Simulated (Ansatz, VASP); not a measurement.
One calculation of Te2Mo, two programs

INCAR

```
ALGO = Normal ; EDIFF = 1E-6
ENCUT = 520 ; ISIF = 2
ISMEAR = 0 ; LASPH = True
LCHARG = False ; LREAL = False
LWAVE = False ; NBANDS = 20
NELM = 60 ; PREC = Accurate
SIGMA = 0.05
```

Contents of KPOINTS:

```
k-points
0
Gamma
  12 12 2
```

File POSCAR:

```
Te2Mo
1.0
    3.2754141889      0.0000000000      0.0000000000
   -1.6377070944      2.8365918955      0.0000000000
    0.0000000000      0.0000000000     16.8230955072
Te Mo
2 1
Direct
    0.3333333333      0.6666666667      0.8978554500
    0.3333333333      0.6666666667      0.1021445500
    0.0000000000      0.0000000000      0.0000000000
```

Input for Ansatz:

```yaml
crystal:
  lattice:
    - [3.2754141889, 0.0, 0.0]
    - [-1.6377070944, 2.8365918955, 0.0]
    - [0.0, 0.0, 16.8230955072]
  atoms:
    - { symbol: Te, position: [0.3333333333, 0.6666666667, 0.89785545] }
    - { symbol: Te, position: [0.3333333333, 0.6666666667, 0.10214455] }
    - { symbol: Mo, position: [0.0, 0.0, 0.0] }
basis:
  ecutwfc: 420
kpoints:
  mp_grid: { grid: [12, 12, 2] }
hamiltonian:
  xc: lda
scf:
  occupations: { method: gaussian, width: 0.05 }
output:
  forces: true
  stress: true
  eigenvalues: true
  write_density: true
  write_potential: true
  elf: true
  volumetric_format: npy
```

Change from the starting cell: strain -0.080 along x and y, -0.040 along z, atoms carried along.

Alike in both runs: task single point; functional LDA; k mesh 12 × 12 × 2; occupations gaussian, width 0.05 eV; no spin polarisation.

```csv
,VASP,Ansatz
version,VASP 6.6.1,Ansatz 0.2.0
potentials or method,"VASP PAW LDA potentials, release 64 (Te, Mo_sv), cutoff 520 eV","scalar-relativistic, plane waves, PAW"
valence electrons in the cell,26,46
```

```csv
,VASP,Ansatz,Ansatz less VASP
gap on the k mesh at the Fermi level (eV),1.26,1.27,+0.010
least direct gap on the mesh (eV),1.64,1.64,+0.001
rms of the force components (eV/Å),1.385,1.344,-0.0407
```

LDA's correlation is that of Perdew and Zunger in VASP and of Perdew and Wang (1992) in Ansatz. Atom by atom the forces differ by 0.041 eV/Å (rms over components). VASP's potentials hold 26 valence electrons a cell and Ansatz's 46, so a difference there can come from the potentials and not from the codes. Ansatz's warnings: xc potential rough in thin density.

Neither program's run includes spin-orbit coupling.
